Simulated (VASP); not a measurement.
Input of a VASP 6.6.1 run:

Contents of INCAR:

```
SYSTEM = MgO
ALGO     = Normal         ! electronic algorithm
EDIFF    = 1E-6           ! SCF threshold, eV
ENCUT    = 520            ! plane-wave cutoff, eV
GGA      = PE             ! functional
ISIF     = 2              ! what is computed and relaxed
ISMEAR   = 0              ! smearing method
ISPIN    = 2              ! spin polarisation
LASPH    = .TRUE.         ! aspherical terms in the spheres
LCHARG   = .FALSE.        ! write CHGCAR
LORBIT   = 11             ! projections on sites
LREAL    = .FALSE.        ! projectors in reciprocal space
LWAVE    = .FALSE.        ! write WAVECAR
MAGMOM   = 0.5 0.5 0.5 0.5 ! initial moments
NBANDS   = 20             ! bands
NELM     = 150            ! most SCF steps
PREC     = Accurate       ! precision mode
SIGMA    = 0.05           ! smearing width, eV
```

File KPOINTS:

```
k-points
0
G
  1 1 17
  0 0 0
```

The input POSCAR:

```
MgO
1.0
   11.0000000000      0.0000000000      0.0000000000
    0.0000000000      9.3000000000      0.0000000000
    0.0000000000      0.0000000000      3.7532004960
Mg O
2 2
Direct
    0.4132868457      0.5000000000      0.0000000000
    0.5867131543      0.5000000000      0.5000000000
    0.4014706300      0.5000000000      0.5000000000
    0.5985293700      0.5000000000      0.0000000000
```

Potentials or basis: VASP PAW PBE potentials, release 64 (Mg, O).

Command:

```console
$ cat potpaw_PBE.64/Mg/POTCAR potpaw_PBE.64/O/POTCAR > POTCAR
$ mpirun -np 1 vasp_std > vasp.out
```

(1) Estimate the net moment.

(2) What does it give for the band gap on the k mesh?

(3) Predict the largest force.

## Answers

(1) 0.00 μB per cell.

(2) 3.25 eV.

(3) 0.016 eV/Å.
